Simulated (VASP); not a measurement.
# Mg26CdO27 (a cell with a defect) (Periclase) in VASP: single point with PBE

Aim: the single point of Mg26CdO27 (a cell with a defect) (Periclase) with PBE.

Program: VASP 6.6.1. These are calculated values, not measurements. Logs are shortened: lines on timing, memory, paths and dates and some standing lists are left out, and cuts for length are marked.

**1. The cell of the first run**

The cell holds a defect, 54 atoms: a = 8.946 Å, b = 8.946 Å, c = 8.946 Å, α = 60.00°, β = 60.00°, γ = 60.00°.

**2. Single point, PBE**

The input, INCAR:

```
  PREC = Accurate
  ENCUT = 520
  EDIFF = 1E-6
  ISMEAR = -1
  SIGMA = 0.01
  LREAL = Auto
  LASPH = True
  NELM = 80
  ALGO = Normal
  ISIF = 2
  LWAVE = False
  LCHARG = False
  GGA = PE
  NBANDS = 146
```

The input, KPOINTS:

```
regular mesh
0
Gamma
  3 3 3
```

The input, POSCAR:

```
Mg26CdO27
1.0
    0.0000000000      6.3255000000      6.3255000000
    6.3255000000      0.0000000000      6.3255000000
    6.3255000000      6.3255000000      0.0000000000
Cd Mg O
1 26 27
Direct
    0.0000000000      0.0000000000      0.0000000000
    0.0000000000      0.0000000000      0.3354970012
    0.0000000000      0.0000000000      0.6645029988
    0.0000000000      0.3354970012      0.0000000000
   -0.0005290182      0.3335096727      0.3335096727
    0.0000000000      0.3354970012      0.6645029988
    0.0000000000      0.6645029988      0.0000000000
    0.0000000000      0.6645029988      0.3354970012
    0.0005290182      0.6664903273      0.6664903273
    0.3354970012      0.0000000000      0.0000000000
    0.3335096727     -0.0005290182      0.3335096727
    0.3354970012      0.0000000000      0.6645029988
    0.3335096727      0.3335096727     -0.0005290182
    0.3335096727      0.3335096727      0.3335096727
    0.3348567025      0.3348567025      0.6651432975
    0.3354970012      0.6645029988      0.0000000000
    0.3348567025      0.6651432975      0.3348567025
    0.3348567025      0.6651432975      0.6651432975
    0.6645029988      0.0000000000      0.0000000000
    0.6645029988      0.0000000000      0.3354970012
    0.6664903273      0.0005290182      0.6664903273
    0.6645029988      0.3354970012      0.0000000000
    0.6651432975      0.3348567025      0.3348567025
    0.6651432975      0.3348567025      0.6651432975
    0.6664903273      0.6664903273      0.0005290182
    0.6651432975      0.6651432975      0.3348567025
    0.6664903273      0.6664903273      0.6664903273
    0.1665168566      0.1665168566      0.1665168566
    0.1665168566      0.1665168566      0.5004494303
    0.1759655496      0.1759655496      0.8240344504
    0.1665168566      0.5004494303      0.1665168566
    0.1666003794      0.5000000000      0.5000000000
    0.1666003794      0.5000000000      0.8333996206
    0.1759655496      0.8240344504      0.1759655496
    0.1666003794      0.8333996206      0.5000000000
    0.1759655496      0.8240344504      0.8240344504
    0.5004494303      0.1665168566      0.1665168566
    0.5000000000      0.1666003794      0.5000000000
    0.5000000000      0.1666003794      0.8333996206
    0.5000000000      0.5000000000      0.1666003794
    0.5000000000      0.5000000000      0.5000000000
    0.5000000000      0.5000000000      0.8333996206
    0.5000000000      0.8333996206      0.1666003794
    0.5000000000      0.8333996206      0.5000000000
    0.4995505697      0.8334831434      0.8334831434
    0.8240344504      0.1759655496      0.1759655496
    0.8333996206      0.1666003794      0.5000000000
    0.8240344504      0.1759655496      0.8240344504
    0.8333996206      0.5000000000      0.1666003794
    0.8333996206      0.5000000000      0.5000000000
    0.8334831434      0.4995505697      0.8334831434
    0.8240344504      0.8240344504      0.1759655496
    0.8334831434      0.8334831434      0.4995505697
    0.8334831434      0.8334831434      0.8334831434
```

Potentials or basis: VASP PAW PBE potentials, release 64 (Cd, Mg, O).

The run is started by

```sh
$ cat potpaw_PBE.64/Cd/POTCAR potpaw_PBE.64/Mg/POTCAR potpaw_PBE.64/O/POTCAR > POTCAR
$ mpirun -np 1 vasp_std > vasp.out
```

OUTCAR:

```text
PREC = Accurate
   ENCUT = 520
   EDIFF = 1E-6
   ISMEAR = -1
   LREAL = Auto
   LASPH = True
   NELM = 80
   ISIF = 2
   GGA = PE

 ion  position               nearest neighbor table
   1  0.000  0.000  0.000-  30 2.23  34 2.23  36 2.23  46 2.23  48 2.23  52 2.23  10 3.00  12 3.00
                            16 3.00  19 3.00  20 3.00  22 3.00   2 3.00   3 3.00   4 3.00   6 3.00
   2  0.000  0.000  0.335-  35 2.09  47 2.09  28 2.11  53 2.11  34 2.12  46 2.12   3 2.94   5 2.97
                            11 2.97   9 2.97  21 2.97  17 3.00  23 3.00   8 3.00  20 3.00   4 3.00
   3  0.000  0.000  0.665-  35 2.09  47 2.09  54 2.11  29 2.11  48 2.12  36 2.12   2 2.94   9 2.97
                            21 2.97  11 2.97   5 2.97  18 3.00  24 3.00   7 3.00  19 3.00   1 3.00
   4  0.000  0.335  0.000-  33 2.09  49 2.09  28 2.11  51 2.11  30 2.12  46 2.12   7 2.94   5 2.97
                            13 2.97   9 2.97  25 2.97  23 3.00  15 3.00   2 3.00  22 3.00   1 3.00
   5  0.999  0.334  0.334-  47 2.11  49 2.11  50 2.11  28 2.11  31 2.11  29 2.11   2 2.97   4 2.97
                             3 2.97   7 2.97   6 2.97   8 2.97  23 2.98  26 2.98  24 2.98  11 2.99
   6  0.000  0.335  0.665-  32 2.09  50 2.09  29 2.11  51 2.11  30 2.12  48 2.12   8 2.94  14 2.97
                            27 2.97   5 2.97   9 2.97  24 3.00  15 3.00   3 3.00  22 3.00   4 3.00
   7  0.000  0.665  0.000-  33 2.09  49 2.09  54 2.11  31 2.11  52 2.12  36 2.12   4 2.94   9 2.97
                            25 2.97  13 2.97   5 2.97  18 3.00  26 3.00   8 3.00  19 3.00   1 3.00
   8  0.000  0.665  0.335-  32 2.09  50 2.09  31 2.11  53 2.11  52 2.12  34 2.12   6 2.94  27 2.97
                            14 2.97   5 2.97   9 2.97  26 3.00  17 3.00   7 3.00  20 3.00   1 3.00
   9  0.001  0.666  0.666-  33 2.11  35 2.11  32 2.11  54 2.11  53 2.11  51 2.11   3 2.97   7 2.97
[... 62 lines left out ...]
  53  0.833  0.833  0.500-   8 2.11  20 2.11   2 2.11  27 2.11  21 2.11   9 2.11
  54  0.833  0.833  0.833-   3 2.11   7 2.11  19 2.11   9 2.11  21 2.11  25 2.11

  LATTYP: Found a face centered cubic cell.
 ALAT       =    12.6510000000

  Lattice vectors:

 A1 = (   0.0000000000,   6.3255000000,   6.3255000000)
 A2 = (   6.3255000000,   0.0000000000,   6.3255000000)
 A3 = (   6.3255000000,   6.3255000000,   0.0000000000)

Analysis of symmetry for initial positions (statically):
=====================================================================
 Subroutine PRICEL returns:
 Original cell was already a primitive cell.

 Routine SETGRP: Setting up the symmetry group for a
 face centered cubic supercell.

 Subroutine GETGRP returns: Found 48 space group operations
 (whereof 48 operations were pure point group operations)
 out of a pool of 48 trial point group operations.

The static configuration has the point symmetry O_h .

Analysis of symmetry for dynamics (positions and initial velocities):
=====================================================================
 Subroutine PRICEL returns:
 Original cell was already a primitive cell.

 Routine SETGRP: Setting up the symmetry group for a
 face centered cubic supercell.

 Subroutine GETGRP returns: Found 48 space group operations
 (whereof 48 operations were pure point group operations)
 out of a pool of 48 trial point group operations.

The dynamic configuration has the point symmetry O_h .

 Subroutine INISYM returns: Found 48 space group operations
 (whereof 48 operations are pure point group operations),
 and found     1 'primitive' translations

----------------------------------------------------------------------------------------

                                     Primitive cell

  volume of cell :     506.1912

  direct lattice vectors                    reciprocal lattice vectors
     0.000000000  6.325500000  6.325500000    -0.079045135  0.079045135  0.079045135
     6.325500000  0.000000000  6.325500000     0.079045135 -0.079045135  0.079045135
     6.325500000  6.325500000  0.000000000     0.079045135  0.079045135 -0.079045135

  length of vectors
     8.945607889  8.945607889  8.945607889     0.136910190  0.136910190  0.136910190

  position of ions in fractional coordinates (direct lattice)
     0.000000000  0.000000000  0.000000000
     0.000000000  0.000000000  0.335497001
     0.000000000  0.000000000  0.664502999
     0.000000000  0.335497001  0.000000000
     0.999470982  0.333509673  0.333509673
     0.000000000  0.335497001  0.664502999
[... 46 lines left out ...]
     0.833483143  0.833483143  0.499550570
     0.833483143  0.833483143  0.833483143

  ion indices of the primitive-cell ions
   primitive index   ion index
                 1           1
                 2           2
                 3           3
                 4           4
                 5           5
                 6           6
[... 46 lines left out ...]
                53          53
                54          54

----------------------------------------------------------------------------------------

 KPOINTS: regular mesh

Automatic generation of k-mesh.
 Grid dimensions read from file:
 generate k-points for:    3    3    3

 Generating k-lattice:

  Cartesian coordinates                     Fractional coordinates (reciprocal lattice)
    -0.026348378  0.026348378  0.026348378     0.333333333  0.000000000  0.000000000
     0.026348378 -0.026348378  0.026348378     0.000000000  0.333333333  0.000000000
     0.026348378  0.026348378 -0.026348378     0.000000000  0.000000000  0.333333333

  Length of vectors
     0.045636730  0.045636730  0.045636730

  Shift w.r.t. Gamma in fractional coordinates (k-lattice)
     0.000000000  0.000000000  0.000000000

 Subroutine IBZKPT returns following result:
 ===========================================

 Found      4 irreducible k-points:

 Following reciprocal coordinates:
            Coordinates               Weight
  0.000000  0.000000  0.000000      1.000000
  0.333333  0.000000  0.000000      8.000000
  0.333333  0.333333  0.000000      6.000000
 -0.333333  0.333333  0.000000     12.000000
   k-points           NKPTS =      4   k-points in BZ     NKDIM =      4   number of bands    NBANDS=    146
   number of dos      NEDOS =    301   number of ions     NIONS =     54
   total plane-waves  NPLWV = 343000
   dimension x,y,z NGX =    70 NGY =   70 NGZ =   70
   dimension x,y,z NGXF=   140 NGYF=  140 NGZF=  140
   ions per type =               1  26  27
   NGX,Y,Z   is equivalent  to a cutoff of  13.01, 13.01, 13.01 a.u.
   NGXF,Y,Z  is equivalent  to a cutoff of  26.02, 26.02, 26.02 a.u.
 SYSTEM =  unknown system
   PREC   = accura    normal or accurate (medium, high low for compatibility)
   ISTART =      0    job   : 0-new  1-cont  2-samecut
   ICHARG =      2    charge: 1-file 2-atom 10-const
   ISPIN  =      1    spin polarized calculation?
   LNONCOLLINEAR =      F non collinear calculations
   LSORBIT =      F    spin-orbit coupling
   LASPH  =      T    aspherical Exc in radial PAW
   ENCUT  =  520.0 eV  38.22 Ry    6.18 a.u.  16.63 16.63 16.63*2*pi/ulx,y,z
   NELM   =     80;   NELMIN=  2; NELMDL= -5     # of ELM steps
   EDIFF  = 0.1E-05   stopping-criterion for ELM
   LREAL  =      T    real-space projection
   EDIFFG = 0.1E-04   stopping-criterion for IOM
   NSW    =      0    number of steps for IOM
   IBRION =     -1    ionic relax: 0-MD 1-quasi-New 2-CG
   NFREE  =      0    steps in history (QN), initial steepest desc. (CG)
   ISIF   =      2    stress and relaxation
   ISYM   =      2    0-nonsym 1-usesym 2-fastsym
   POTIM  = 0.5000    time-step for ionic-motion
   TEBEG  =    0.0;   TEEND  =   0.0 temperature during run
   PSTRESS=    0.0 pullay stress
   NELECT =     226.0000    total number of electrons
   NUPDOWN=      -1.0000    fix difference up-down
   EMIN   =  10.00;   EMAX   =-10.00  energy-range for DOS
   EFERMI =   0.00;   METHOD = LEGACY
   ISMEAR =    -1;   SIGMA  =   0.01  broadening in eV -4-tet -1-fermi 0-gaus
   EFERMI_NEDOS =   21; number of points for ismear=-14 and -15
   IALGO  =     38    algorithm
   IMIX   =      4    mixing-type and parameters
     AMIX     =   0.40;   BMIX     =  1.00
     AMIX_MAG =   1.60;   BMIX_MAG =  1.00
  volume/ion in A,a.u.               =       9.37        63.26
  Fermi-wavevector in a.u.,A,eV,Ry     =   1.251237  2.364494 21.301188  1.565593
  Thomas-Fermi vector in A             =   2.385194
   LORBIT       =      0    0 simple, 1 ext, 2 COOP (PROOUT), +10 PAW based schemes
   GGA     = PE    functional components
   LHFCALC =     F    Hartree Fock is set to
   AEXX    =    0.0000 exact exchange contribution
   IVDW    =     0    specifies the selected vdW correction
   LEPSILON=     F    determine dielectric tensor
   LRPA    =     F    only Hartree local field effects (RPA)
 non-spin polarized calculation
  energy-cutoff  :      520.00
  volume of cell :      506.19
 maximum number of plane-waves:     13666
 NGX is ok and might be reduce to    70
   NGX = 33   NGY = 33   NGZ = 33

 number of electron     225.9999999 magnetization

 Free energy of the ion-electron system (eV)
  ---------------------------------------------------
  ext. energy  EPLUGINS =         0.00000000
  ---------------------------------------------------
  free energy    TOTEN  =      -316.15690521 eV

  energy without entropy =     -316.15690521  energy(sigma->0) =     -316.15690521

 E-fermi :   3.7264     XC(G=0): -11.1614

 val. band max:        3.4540088431   @ k =   0.3333   0.3333   0.0000
 cond. band min:       7.6314979924   @ k =   0.0000   0.0000   0.0000
 fundamental gap:      4.1774891493
 Fermi energy:         3.7264485376

 k-point     1 :       0.0000    0.0000    0.0000
  band No.  band energies     occupation
      1     -14.1062      2.00000
      2     -13.2390      2.00000
      3     -13.2294      2.00000
      4     -13.2294      2.00000
      5     -13.2294      2.00000
      6     -13.1553      2.00000
[... 501 lines left out ...]
    124      12.0371      0.00000
    125      12.2214      0.00000
 [bands above 125 left out]

------------------------ aborting loop because EDIFF is reached ----------------------------------------

  FORCE on cell =-STRESS in cart. coord.  units (eV):
  Direction    XX          YY          ZZ          XY          YZ          ZX
  --------------------------------------------------------------------------------------
  -------------------------------------------------------------------------------------
  Total       20.5078410     20.5078410     20.5078410     -0.0000000     -0.0000000     -0.0000000
  in kB       64.9106484     64.9106484     64.9106484     -0.0000000     -0.0000000     -0.0000000
  external PRESSURE =      64.9106484 kB  Pullay stress =       0.0000000 kB

 VOLUME and BASIS-vectors are now :
 -----------------------------------------------------------------------------
  energy-cutoff  :      520.00
  volume of cell :      506.19
      direct lattice vectors                 reciprocal lattice vectors
     0.000000000  6.325500000  6.325500000    -0.079045135  0.079045135  0.079045135
     6.325500000  0.000000000  6.325500000     0.079045135 -0.079045135  0.079045135
     6.325500000  6.325500000  0.000000000     0.079045135  0.079045135 -0.079045135

 POSITION                                       TOTAL-FORCE (eV/Angst)
 -----------------------------------------------------------------------------------
      0.00000      0.00000      0.00000         0.000000     -0.000000     -0.000000
      2.12219      2.12219      0.00000        -0.003077     -0.003077     -0.000000
      4.20331      4.20331      0.00000         0.003077      0.003077     -0.000000
      2.12219      0.00000      2.12219        -0.003077     -0.000000     -0.003077
      4.21923      8.43177      8.43177        -0.001873      0.001873      0.001873
      6.32550      4.20331      2.12219         0.000000      0.003077     -0.003077
[... 46 lines left out ...]
      8.43210      8.43210     10.54440         0.008567      0.008567     -0.008567
     10.54440     10.54440     10.54440        -0.008567     -0.008567     -0.008567
 -----------------------------------------------------------------------------------
    total drift:                                0.000000     -0.000000      0.000000

  FREE ENERGIE OF THE ION-ELECTRON SYSTEM (eV)
  ---------------------------------------------------
  free  energy   TOTEN  =      -316.1569052148 eV

  energy  without entropy=     -316.1569052148  energy(sigma->0) =     -316.15690521
```

Run time: 12 min. Hardware: 1 thread of Intel Xeon Platinum 8488C (Sapphire Rapids), shared host; peak memory 0.79 GiB.

Results:

```
Free energy            : -316.1569 eV
Pressure               : 6.5 GPa
Largest force          : 0.103 eV/Å
Band gap on the k mesh : 4.18 eV
```

Forces in eV/Å, atoms in the order of the input:
```
Cd   0.000  0.000  0.000
Mg  -0.003 -0.003  0.000
Mg   0.003  0.003  0.000
Mg  -0.003  0.000 -0.003
Mg  -0.002  0.002  0.002
Mg   0.000  0.003 -0.003
Mg   0.003  0.000  0.003
Mg   0.000 -0.003  0.003
Mg   0.002 -0.002 -0.002
Mg   0.000 -0.003 -0.003
Mg   0.002 -0.002  0.002
Mg   0.003  0.000 -0.003
Mg   0.002  0.002 -0.002
Mg  -0.002 -0.002 -0.002
Mg   0.000  0.000 -0.010
Mg   0.003 -0.003  0.000
Mg   0.000 -0.010  0.000
Mg   0.010  0.000  0.000
Mg   0.000  0.003  0.003
Mg  -0.003  0.000  0.003
Mg  -0.002  0.002 -0.002
Mg  -0.003  0.003  0.000
Mg  -0.010  0.000  0.000
Mg   0.000  0.010  0.000
Mg  -0.002 -0.002  0.002
Mg   0.000  0.000  0.010
Mg   0.002  0.002  0.002
O    0.009  0.009  0.009
O   -0.009 -0.009  0.009
O    0.000  0.000  0.103
O   -0.009  0.009 -0.009
O    0.000  0.025  0.025
O   -0.025  0.000  0.025
O    0.000  0.103  0.000
O   -0.025  0.025  0.000
O   -0.103  0.000  0.000
O    0.009 -0.009 -0.009
O    0.025  0.000  0.025
O    0.000 -0.025  0.025
O    0.025  0.025  0.000
O    0.000  0.000  0.000
O   -0.025 -0.025  0.000
O    0.000  0.025 -0.025
O   -0.025  0.000 -0.025
O   -0.009  0.009  0.009
O    0.103  0.000  0.000
O    0.025 -0.025  0.000
O    0.000 -0.103  0.000
O    0.025  0.000 -0.025
O    0.000 -0.025 -0.025
O    0.009 -0.009  0.009
O    0.000  0.000 -0.103
O    0.009  0.009 -0.009
O   -0.009 -0.009 -0.009
```
